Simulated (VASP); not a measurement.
Set up this calculation in VASP 6.6.1, as the native input.

```
Task                   : single point
Functional             : PBE
Potentials or basis    : VASP PAW PBE potentials, release 64 (K_sv, I)
Cutoff                 : 520 eV
k mesh                 : 1 × 1 × 1
Occupations            : fermi-dirac, width 0.02 eV
Spin                   : no spin polarisation
Dipole correction      : no
Further INCAR settings : LREAL = Auto; ALGO = Normal; EDIFF = 1e-06; NBANDS = 78
```

The structure of KI lies in POSCAR:

```
KI
1.0
    6.4200000000     -5.2900000000      0.0000000000
   -6.4200000000     -5.2900000000      0.0000000000
    0.0000000000      0.0000000000     -9.3000000000
K I
8 8
Direct
    0.3619676277      0.3892370982      0.7246187097
    0.8853645382      0.8874475601      0.7628534409
    0.6014519709      0.1130022824      0.7716509677
    0.1337799345      0.6455194984      0.7197383871
    0.3809849372      0.8838288624      0.2206818280
    0.8743669099      0.3623986856      0.2457597849
    0.6349532871      0.6286690192      0.2585986022
    0.1201947158      0.1214629401      0.2577692473
    0.4940364875      0.2340037772      0.0787616129
    0.0051974205      0.7318564548      0.1110701075
    0.7589515099     -0.0099600165      0.3965791398
    0.2772004666      0.4824021799      0.3856729032
    0.2307717438      0.0208947968      0.5993324731
    0.7530536971      0.5004945071      0.6084417204
    0.4804935781      0.7523945127      0.8919265591
   -0.0248115350      0.2862822345      0.8978386022
```

This cell differs from its parent crystal: dynamics (nvt langevin) at 200 K, volume x 1.0, from the last frame before.

One way to write it, as run:

INCAR

```
ALGO     = Normal         # electronic algorithm
EDIFF    = 1E-6           # SCF threshold, eV
ENCUT    = 520            # plane-wave cutoff, eV
GGA      = PE             # functional
ISIF     = 2              # what is computed and relaxed
ISMEAR   = -1             # smearing method
LASPH    = True           # aspherical terms in the spheres
LCHARG   = True           # write CHGCAR
LELF     = True           # ELF
LREAL    = Auto         
LVHAR    = True         
LWAVE    = False          # write WAVECAR
NBANDS   = 78             # bands
NELM     = 100            # most SCF steps
PREC     = Accurate       # precision mode
SIGMA    = 0.02           # smearing width, eV
```

KPOINTS

```
k-points
0
Gamma
  1 1 1
```

Potentials or basis: VASP PAW PBE potentials, release 64 (K_sv, I).

Command:

```sh
$ cat potpaw_PBE.64/K_sv/POTCAR potpaw_PBE.64/I/POTCAR > POTCAR
$ mpirun -np 1 vasp_gam > vasp.out
```

Results of the run:

```yaml
Pressure: 3.1 GPa
Largest_force: 0.573 eV/Å
```

Caveat: the k points lie up to 0.77 Å⁻¹ apart; the atoms stand as in a frame of molecular dynamics.

It took 3.1 min on 1 thread of Intel(R) Xeon(R) Platinum 8375C CPU @ 2.90GHz (Ice Lake), with other jobs on the host, peak memory 0.55 GiB.
